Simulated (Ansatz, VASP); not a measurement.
**Two plane-wave programs on Re**

```
CELL_PARAMETERS angstrom
2.76639 0.00000 0.00000
-1.38319 2.39576 0.00000
0.00000 0.00000 8.93885
ATOMIC_POSITIONS crystal
Re 0.00000 0.00000 0.00000
Re 0.33333 0.66667 0.25000
Re 0.00000 0.00000 0.50000
Re 0.66667 0.33333 0.77517
```

Change from the starting cell: one atom moved.

Alike in both runs: task single point; functional PBE; k mesh 15 × 15 × 4; occupations gaussian, width 0.1 eV; no spin polarisation.

|  | VASP | Ansatz |
| --- | --- | --- |
| version | VASP 6.6.1 | Ansatz 0.2.0 |
| potentials or method | VASP PAW PBE potentials, release 64 (Re), cutoff 520 eV | scalar-relativistic, plane waves, PAW |
| valence electrons in the cell | 28 | 60 |

VASP gave:

* gap on the k mesh at the Fermi level (eV): none
* pressure (GPa): 7.7
* traceless stress, the component that is largest in VASP (GPa): 2.25
* rms of the force components (eV/Å): 1.200

Q: What did Ansatz give for the same quantities?

A: gap on the k mesh at the Fermi level (eV): none; pressure (GPa): 8.0; traceless stress, the component that is largest in VASP (GPa): 2.38; rms of the force components (eV/Å): 1.224.

Atom by atom the forces differ by 0.033 eV/Å (rms over components). A gap of «none» marks a metal or a gap that the smearing closes. The functional is the same, so the differences come from potentials, cutoffs and numerics. VASP's potentials hold 28 valence electrons a cell and Ansatz's 60, so a difference there can come from the potentials and not from the codes.

Spin-orbit coupling is off throughout.
